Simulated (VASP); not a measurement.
# NaH (Fm-3m) in VASP: notebook

Runs on NaH. Level: LDA. Tasks: single point.

Program: VASP 6.6.1. These are calculated values, not measurements. Logs are shortened: lines on timing, memory, paths and dates and some standing lists are left out, and cuts for length are marked.

### 1 The cell of the first run

Symmetry: Fm-3m, No. 225, cubic system. Conventional cell: a = 4.780 Å, b = 4.780 Å, c = 4.780 Å, α = 90.00°, β = 90.00°, γ = 90.00°. Within 3.2 Å of Na (site symmetry m-3m) lie 6 H at 2.39 Å. Within 3.2 Å of H (site symmetry m-3m) lie 6 Na at 2.39 Å.

### 2 Single point, LDA

INCAR reads:

```
ALGO     = Normal         # electronic algorithm
EDIFF    = 1E-6           # SCF threshold, eV
ENCUT    = 520            # plane-wave cutoff, eV
ISIF     = 2              # what is computed and relaxed
ISMEAR   = -1             # smearing method
LASPH    = T              # aspherical terms in the spheres
LCHARG   = F              # write CHGCAR
LREAL    = F              # projectors in reciprocal space
LWAVE    = F              # write WAVECAR
NBANDS   = 11             # bands
NELM     = 60             # most SCF steps
PREC     = Accurate       # precision mode
SIGMA    = 0.05           # smearing width, eV
```

KPOINTS reads:

```
k-points
0
Gamma
  9 9 9
```

POSCAR reads:

```
NaH
1.0
    0.0000000000      2.3901901053      2.3901901053
    2.3901901053      0.0000000000      2.3901901053
    2.3901901053      2.3901901053      0.0000000000
Na H
1 1
Direct
    0.0000000000      0.0000000000      0.0000000000
    0.5000000000      0.5000000000      0.5000000000
```

Potentials or basis: VASP PAW LDA potentials, release 64 (Na_pv, H).

On the command line:

```sh
cat potpaw_LDA.64/Na_pv/POTCAR potpaw_LDA.64/H/POTCAR > POTCAR
mpirun -np 1 vasp_std > vasp.out
```

OUTCAR:

```text
EDIFF = 1E-6
   ENCUT = 520
   ISIF = 2
   ISMEAR = -1
   LASPH = T
   LREAL = F
   NELM = 60
   PREC = Accurate

 ion  position               nearest neighbor table
   1  0.000  0.000  0.000-
   2  0.500  0.500  0.500-

  LATTYP: Found a face centered cubic cell.
 ALAT       =     4.7803802106

  Lattice vectors:

 A1 = (   0.0000000000,   2.3901901053,   2.3901901053)
 A2 = (   2.3901901053,   0.0000000000,   2.3901901053)
 A3 = (   2.3901901053,   2.3901901053,   0.0000000000)

Analysis of symmetry for initial positions (statically):
=====================================================================
 Subroutine PRICEL returns:
 Original cell was already a primitive cell.

 Routine SETGRP: Setting up the symmetry group for a
 face centered cubic supercell.

 Subroutine GETGRP returns: Found 48 space group operations
 (whereof 48 operations were pure point group operations)
 out of a pool of 48 trial point group operations.

The static configuration has the point symmetry O_h .

Analysis of symmetry for dynamics (positions and initial velocities):
=====================================================================
 Subroutine PRICEL returns:
 Original cell was already a primitive cell.

 Routine SETGRP: Setting up the symmetry group for a
 face centered cubic supercell.

 Subroutine GETGRP returns: Found 48 space group operations
 (whereof 48 operations were pure point group operations)
 out of a pool of 48 trial point group operations.

The dynamic configuration has the point symmetry O_h .

 Subroutine INISYM returns: Found 48 space group operations
 (whereof 48 operations are pure point group operations),
 and found     1 'primitive' translations

----------------------------------------------------------------------------------------

                                     Primitive cell

  volume of cell :      27.3104

  direct lattice vectors                    reciprocal lattice vectors
     0.000000000  2.390190105  2.390190105    -0.209188382  0.209188382  0.209188382
     2.390190105  0.000000000  2.390190105     0.209188382 -0.209188382  0.209188382
     2.390190105  2.390190105  0.000000000     0.209188382  0.209188382 -0.209188382

  length of vectors
     3.380239264  3.380239264  3.380239264     0.362324905  0.362324905  0.362324905

  position of ions in fractional coordinates (direct lattice)
     0.000000000  0.000000000  0.000000000
     0.500000000  0.500000000  0.500000000

  ion indices of the primitive-cell ions
   primitive index   ion index
                 1           1
                 2           2

----------------------------------------------------------------------------------------

 KPOINTS: k-points

Automatic generation of k-mesh.
 Grid dimensions read from file:
 generate k-points for:    9    9    9

 Generating k-lattice:

  Cartesian coordinates                     Fractional coordinates (reciprocal lattice)
    -0.023243154  0.023243154  0.023243154     0.111111111  0.000000000  0.000000000
     0.023243154 -0.023243154  0.023243154     0.000000000  0.111111111  0.000000000
     0.023243154  0.023243154 -0.023243154     0.000000000  0.000000000  0.111111111

  Length of vectors
     0.040258323  0.040258323  0.040258323

  Shift w.r.t. Gamma in fractional coordinates (k-lattice)
     0.000000000  0.000000000  0.000000000

 Subroutine IBZKPT returns following result:
 ===========================================

 Found     35 irreducible k-points:

 Following reciprocal coordinates:
            Coordinates               Weight
  0.000000  0.000000  0.000000      1.000000
  0.111111  0.000000  0.000000      8.000000
  0.222222  0.000000  0.000000      8.000000
  0.333333  0.000000  0.000000      8.000000
  0.444444  0.000000  0.000000      8.000000
  0.111111  0.111111  0.000000      6.000000
[... 16 lines left out ...]
 -0.333333  0.333333  0.000000     12.000000
  0.444444  0.444444  0.000000      6.000000
 [... further k-points ...]
   k-points           NKPTS =     35   k-points in BZ     NKDIM =     35   number of bands    NBANDS=     11
   number of dos      NEDOS =    301   number of ions     NIONS =      2
   total plane-waves  NPLWV =  21952
   dimension x,y,z NGX =    28 NGY =   28 NGZ =   28
   dimension x,y,z NGXF=    56 NGYF=   56 NGZF=   56
   ions per type =               1   1
   NGX,Y,Z   is equivalent  to a cutoff of  13.77, 13.77, 13.77 a.u.
   NGXF,Y,Z  is equivalent  to a cutoff of  27.54, 27.54, 27.54 a.u.
 SYSTEM =  unknown system
   PREC   = accura    normal or accurate (medium, high low for compatibility)
   ISTART =      0    job   : 0-new  1-cont  2-samecut
   ICHARG =      2    charge: 1-file 2-atom 10-const
   ISPIN  =      1    spin polarized calculation?
   LNONCOLLINEAR =      F non collinear calculations
   LSORBIT =      F    spin-orbit coupling
   LASPH  =      T    aspherical Exc in radial PAW
   ENCUT  =  520.0 eV  38.22 Ry    6.18 a.u.   6.29  6.29  6.29*2*pi/ulx,y,z
   NELM   =     60;   NELMIN=  2; NELMDL= -5     # of ELM steps
   EDIFF  = 0.1E-05   stopping-criterion for ELM
   LREAL  =      F    real-space projection
   EDIFFG = 0.1E-04   stopping-criterion for IOM
   NSW    =      0    number of steps for IOM
   IBRION =     -1    ionic relax: 0-MD 1-quasi-New 2-CG
   NFREE  =      0    steps in history (QN), initial steepest desc. (CG)
   ISIF   =      2    stress and relaxation
   ISYM   =      2    0-nonsym 1-usesym 2-fastsym
   POTIM  = 0.5000    time-step for ionic-motion
   TEBEG  =    0.0;   TEEND  =   0.0 temperature during run
   PSTRESS=    0.0 pullay stress
   NELECT =       8.0000    total number of electrons
   NUPDOWN=      -1.0000    fix difference up-down
   EMIN   =  10.00;   EMAX   =-10.00  energy-range for DOS
   EFERMI =   0.00;   METHOD = LEGACY
   ISMEAR =    -1;   SIGMA  =   0.05  broadening in eV -4-tet -1-fermi 0-gaus
   EFERMI_NEDOS =   21; number of points for ismear=-14 and -15
   IALGO  =     38    algorithm
   IMIX   =      4    mixing-type and parameters
     AMIX     =   0.40;   BMIX     =  1.00
     AMIX_MAG =   1.60;   BMIX_MAG =  1.00
  volume/ion in A,a.u.               =      13.66        92.15
  Fermi-wavevector in a.u.,A,eV,Ry     =   1.087249  2.054603 16.083591  1.182111
  Thomas-Fermi vector in A             =   2.223404
   LORBIT       =      0    0 simple, 1 ext, 2 COOP (PROOUT), +10 PAW based schemes
   GGA     = CA    functional components
   LHFCALC =     F    Hartree Fock is set to
   AEXX    =    0.0000 exact exchange contribution
   IVDW    =     0    specifies the selected vdW correction
   LEPSILON=     F    determine dielectric tensor
   LRPA    =     F    only Hartree local field effects (RPA)
 non-spin polarized calculation
  energy-cutoff  :      520.00
  volume of cell :       27.31
 maximum number of plane-waves:       751
 NGX is ok and might be reduce to    28
   NGX = 13   NGY = 13   NGZ = 13

 number of electron       8.0000002 magnetization

 Free energy of the ion-electron system (eV)
  ---------------------------------------------------
  ext. energy  EPLUGINS =         0.00000000
  ---------------------------------------------------
  free energy    TOTEN  =        -5.40165259 eV

  energy without entropy =       -5.40165259  energy(sigma->0) =       -5.40165259

 E-fermi :  -0.0158     XC(G=0):  -8.3499

 val. band max:       -1.1829607902   @ k =  -0.3333   0.4444   0.1111
 cond. band min:       2.5935042054   @ k =  -0.4444   0.1111   0.0000
 fundamental gap:      3.7764649956
 Fermi energy:        -0.0157944151

 k-point     1 :       0.0000    0.0000    0.0000
  band No.  band energies     occupation
      1     -23.2306      2.00000
      2     -23.2306      2.00000
      3     -23.2306      2.00000
      4      -4.9946      2.00000
      5       9.5648      0.00000
      6      14.3126      0.00000
      7      14.3126      0.00000
      8      14.3126      0.00000
      9      15.3856      0.00000
     10      15.3856      0.00000
     11      15.3856      0.00000

 k-point     2 :       0.1111    0.0000    0.0000
  band No.  band energies     occupation
      1     -23.2436      2.00000
      2     -23.2321      2.00000
      3     -23.2321      2.00000
      4      -4.7719      2.00000
      5       8.7882      0.00000
      6      12.0141      0.00000
      7      13.6635      0.00000
      8      13.6635      0.00000
      9      16.1911      0.00000
     10      16.1911      0.00000
     11      16.3824      0.00000

 k-point     3 :       0.2222    0.0000    0.0000
  band No.  band energies     occupation
      1     -23.2763      2.00000
      2     -23.2360      2.00000
      3     -23.2360      2.00000
      4      -4.1288      2.00000
      5       6.6555      0.00000
      6      10.5968      0.00000
      7      12.9281      0.00000
      8      12.9281      0.00000
      9      16.4057      0.00000
     10      16.4057      0.00000
     11      17.4973      0.00000

 k-point     4 :       0.3333    0.0000    0.0000
  band No.  band energies     occupation
      1     -23.3131      2.00000
      2     -23.2404      2.00000
      3     -23.2404      2.00000
      4      -3.1648      2.00000
      5       4.3049      0.00000
      6       9.9775      0.00000
      7      12.4322      0.00000
      8      12.4322      0.00000
      9      15.6709      0.00000
     10      15.6709      0.00000
     11      17.9770      0.00000

 k-point     5 :       0.4444    0.0000    0.0000
  band No.  band energies     occupation
      1     -23.3367      2.00000
      2     -23.2433      2.00000
      3     -23.2433      2.00000
      4      -2.2180      2.00000
      5       2.6167      0.00000
      6       9.7216      0.00000
      7      12.1862      0.00000
      8      12.1862      0.00000
      9      15.2115      0.00000
     10      15.2115      0.00000
     11      17.8217      0.00000
[... 211 lines left out ...]
 k-point    21 :       0.4444    0.3333    0.0000
  band No.  band energies     occupation
      1     -23.3171      2.00000
      2     -23.2671      2.00000
      3     -23.2617      2.00000
      4      -1.9387      2.00000
      5       4.1105      0.00000
      6       7.4438      0.00000
      7       9.7803      0.00000
      8      10.4208      0.00000
      9      12.6438      0.00000
     10      20.7026      0.00000
     11      21.7853      0.00000

 k-point    22 :      -0.4444    0.3333    0.0000
  band No.  band energies     occupation
      1     -23.3157      2.00000
      2     -23.2832      2.00000
      3     -23.2601      2.00000
      4      -1.3654      2.00000
      5       3.7793      0.00000
      6       5.6126      0.00000
      7       9.9438      0.00000
      8      10.5526      0.00000
      9      15.0324      0.00000
     10      20.4988      0.00000
     11      20.8901      0.00000

 k-point    23 :      -0.3333    0.3333    0.0000
  band No.  band energies     occupation
      1     -23.3025      2.00000
      2     -23.2992      2.00000
      3     -23.2543      2.00000
      4      -1.4032      2.00000
      5       4.3383      0.00000
      6       4.4969      0.00000
      7      10.4743      0.00000
      8      11.1411      0.00000
      9      17.2682      0.00000
     10      20.0528      0.00000
     11      20.5184      0.00000

 k-point    24 :       0.4444    0.4444    0.0000
  band No.  band energies     occupation
      1     -23.3255      2.00000
      2     -23.2664      2.00000
      3     -23.2664      2.00000
      4      -1.5159      2.00000
      5       3.4908      0.00000
      6       8.7524      0.00000
      7       9.4743      0.00000
      8       9.4743      0.00000
      9      10.7947      0.00000
     10      22.4277      0.00000
     11      23.9980      0.00000

 [... further k-points ...]

------------------------ aborting loop because EDIFF is reached ----------------------------------------

  FORCE on cell =-STRESS in cart. coord.  units (eV):
  Direction    XX          YY          ZZ          XY          YZ          ZX
  --------------------------------------------------------------------------------------
  -------------------------------------------------------------------------------------
  Total       -0.2508458     -0.2508458     -0.2508458      0.0000000     -0.0000000      0.0000000
  in kB      -14.7160105    -14.7160105    -14.7160105      0.0000000     -0.0000000      0.0000000
  external PRESSURE =     -14.7160105 kB  Pullay stress =       0.0000000 kB

 VOLUME and BASIS-vectors are now :
 -----------------------------------------------------------------------------
  energy-cutoff  :      520.00
  volume of cell :       27.31
      direct lattice vectors                 reciprocal lattice vectors
     0.000000000  2.390190105  2.390190105    -0.209188382  0.209188382  0.209188382
     2.390190105  0.000000000  2.390190105     0.209188382 -0.209188382  0.209188382
     2.390190105  2.390190105  0.000000000     0.209188382  0.209188382 -0.209188382

 POSITION                                       TOTAL-FORCE (eV/Angst)
 -----------------------------------------------------------------------------------
      0.00000      0.00000      0.00000         0.000000     -0.000000      0.000000
      2.39019      2.39019      2.39019        -0.000000      0.000000      0.000000
 -----------------------------------------------------------------------------------
    total drift:                               -0.000000     -0.000000     -0.000000

  FREE ENERGIE OF THE ION-ELECTRON SYSTEM (eV)
  ---------------------------------------------------
  free  energy   TOTEN  =        -5.4016525868 eV

  energy  without entropy=       -5.4016525868  energy(sigma->0) =       -5.40165259
```

It took 4.3 s on 1 thread of Intel Xeon 6975P-C (Granite Rapids), shared host; peak memory 0.13 GiB.

What came out:

```
Free energy            : -5.4017 eV
Pressure               : -1.5 GPa
Band gap on the k mesh : 3.78 eV, indirect (least direct gap 4.54 eV)
```

Levels at points of the mesh, in eV from the valence-band top:
```tsv
k point	band 2	band 3	band 4	band 5	band 6	band 7
(0.00, 0.00, 0.00)	-22.05	-22.05	-3.81	10.75	15.50	15.50
```

A k mesh can miss the band edges. As with any semilocal functional, this LDA gap is likely too small.

### 3 Single point, LDA

This run uses another cell than the first one, of 13.95 Å³/atom, 1.021 times its volume.

INCAR reads:

```
SYSTEM = NaH
PREC = Accurate ; ENCUT = 520
EDIFF = 1E-7 ; ISMEAR = -1
SIGMA = 0.05 ; LREAL = .False.
LASPH = .True. ; NELM = 100
ALGO = Normal ; ISIF = 2
LWAVE = .False. ; LCHARG = .False.
NBANDS = 11
```

KPOINTS reads:

```
Automatic mesh
0
Gamma
  9 9 9
  0 0 0
```

POSCAR reads:

```
NaH
1.0
    0.0000000000      2.4070229845      2.4070229845
    2.4070229845      0.0000000000      2.4070229845
    2.4070229845      2.4070229845      0.0000000000
Na H
1 1
Direct
    0.0000000000      0.0000000000      0.0000000000
    0.5000000000      0.5000000000      0.5000000000
```

Potentials or basis: VASP PAW LDA potentials, release 64 (Na_pv, H).

On the command line:

```sh
cat potpaw_LDA.64/Na_pv/POTCAR potpaw_LDA.64/H/POTCAR > POTCAR
mpirun -np 1 vasp_std > vasp.out
```

Wall time 4.8 s (1 thread of Intel Xeon 6975P-C (Granite Rapids), shared host); peak memory 0.13 GiB.

Results (log left out):

| Property | Result |
| --- | --- |
| Free energy | -5.3958 eV |
| Pressure | -1.9 GPa |
| Band gap on the k mesh | 3.74 eV, indirect (least direct gap 4.50 eV) |

Levels at points of the mesh, in eV from the valence-band top:
| k point | band 1 | band 2 | band 3 | band 4 | band 5 | band 6 | band 7 | band 8 |
| --- | --- | --- | --- | --- | --- | --- | --- | --- |
| (0.00, 0.00, 0.00) | -22.08 | -22.08 | -22.08 | -3.75 | 10.56 | 15.34 | 15.34 | 15.34 |

### 4 Single point, LDA

This run uses another cell than the first one, of 14.24 Å³/atom, 1.043 times its volume.

INCAR reads:

```
PREC = Accurate
ENCUT = 520
EDIFF = 1E-6
ISMEAR = -1
SIGMA = 0.05
LREAL = F
LASPH = T
NELM = 80
ALGO = Normal
ISIF = 2
LWAVE = F
LCHARG = F
NBANDS = 11
```

KPOINTS reads:

```
Automatic mesh
0
Gamma
  9 9 9
```

POSCAR reads:

```
NaH
1.0
    0.0000000000      2.4236236676      2.4236236676
    2.4236236676      0.0000000000      2.4236236676
    2.4236236676      2.4236236676      0.0000000000
Na H
1 1
Direct
    0.0000000000      0.0000000000      0.0000000000
    0.5000000000      0.5000000000      0.5000000000
```

On the command line:

```sh
cat potpaw_LDA.64/Na_pv/POTCAR potpaw_LDA.64/H/POTCAR > POTCAR
mpirun -np 1 vasp_std > vasp.out
```

Run time: 4.3 s. Hardware: 1 thread of Intel Xeon 6975P-C (Granite Rapids), shared host; peak memory 0.13 GiB.

The run converged. Its results:

```
Free energy            : -5.3884 eV
Pressure               : -2.3 GPa
Band gap on the k mesh : 3.70 eV, indirect (least direct gap 4.45 eV)
```

Levels at points of the mesh, in eV from the valence-band top:
```
           k point  band 1  band 2  band 3  band 4  band 5  band 6  band 7  band 8
(0.00, 0.00, 0.00)  -22.12  -22.12  -22.12   -3.69   10.37   15.19   15.19   15.19
```

A k mesh can miss the band edges. As with any semilocal functional, this LDA gap is likely too small.

### 5 Overview

```tsv
cell	gap on the mesh (eV)	pressure (GPa)
a = 3.380 Å, angles 60.0°, 2 atoms	3.78	-1.5
a = 3.404 Å, angles 60.0°, 2 atoms	3.74	-1.9
a = 3.428 Å, angles 60.0°, 2 atoms	3.70	-2.3
```

Alike in all rows: task single point; level LDA; potentials or basis VASP PAW LDA potentials, release 64 (Na_pv, H); no spin polarisation; k mesh 9 × 9 × 9; cutoff (eV) 520; smearing fermi-dirac 0.05 eV.

Absolute energies hang on the potentials; compare differences alone.
